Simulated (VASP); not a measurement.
BaHfO3, 5 atoms in the cell. The structure is tetragonal, space group P4/mmm (No. 123). Conventional cell: a = 4.261 Å, b = 4.261 Å, c = 4.127 Å, α = 90.00°, β = 90.00°, γ = 90.00°. Ba (site symmetry 4/mmm) has 12 O at 2.97 to 3.01 Å and 8 Hf at 3.65 Å within 3.9 Å. Within 2.7 Å of Hf (site symmetry 4/mmm) lie 6 O at 2.06 to 2.13 Å. O (site symmetry mmm) has 2 Hf at 2.13 Å within 2.8 Å. O (site symmetry 4/mmm) has 2 Hf at 2.06 Å within 2.7 Å.  This cell differs from its parent crystal: biaxial strain in the a-b plane: +2.0 %.

```yaml
Program: VASP 6.6.1
Task: single point
Functional: r2SCAN
Potentials_or_basis: VASP PAW PBE potentials, release 64 (Ba_sv, Hf_pv, O)
Cutoff: 520 eV
k_mesh: 6 × 6 × 6
Occupations: gaussian, width 0.02 eV
Spin: no spin polarisation
Dipole_correction: no
Further_INCAR_settings: ALGO = Normal; EDIFF = 1e-06; NBANDS = 27
```

Potentials or basis: VASP PAW PBE potentials, release 64 (Ba_sv, Hf_pv, O).

Command:

```bash
$ cat potpaw_PBE.64/Ba_sv/POTCAR potpaw_PBE.64/Hf_pv/POTCAR potpaw_PBE.64/O/POTCAR > POTCAR
$ cp INCAR.step1 INCAR
$ mpirun -np 1 vasp_std > vasp.out
$ cp INCAR.step2 INCAR
$ mpirun -np 1 vasp_std > vasp.out
```

Hardware: 1 thread of Intel(R) Xeon(R) Platinum 8375C CPU @ 2.90GHz (Ice Lake), with other jobs on the host.

Task: How long does it take, and how much memory?

Result: Wall time 2.2 min on 1 thread of Intel(R) Xeon(R) Platinum 8375C CPU @ 2.90GHz (Ice Lake), on a shared host, peak memory 0.24 GiB. Counts: k points 40.
